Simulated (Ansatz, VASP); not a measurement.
In: VASP beside Ansatz

```
In
1.0
     2.95670    0.00000    0.00000
    -1.47835    2.56057    0.00000
     0.00000    0.00000    4.77023
In
2
Direct
  0.33333 0.66667 0.25000
  0.66667 0.33333 0.75000
```

Change from the starting cell: volume scaled by 0.65, LAPW.

Alike in both runs: task single point; functional PBE; k mesh 13 × 13 × 7; occupations fermi-dirac, width 0.08 eV; no spin polarisation.

|  | VASP | Ansatz |
| --- | --- | --- |
| version | VASP 6.6.1 | Ansatz 0.2.0 |
| potentials or method | VASP PAW PBE potentials, release 64 (In_d), cutoff 520 eV | all-electron LAPW, scalar-relativistic |

```tsv
	VASP	Ansatz	Ansatz less VASP
pressure (GPa)	44.3	44.3	-0.02
traceless stress, the component that is largest in VASP (GPa)	-0.13	-0.14	-0.002
```

Both programs put the cell under a high pressure, so it lies far from rest at this level. Ansatz ran all-electron here, and VASP with PAW potentials.
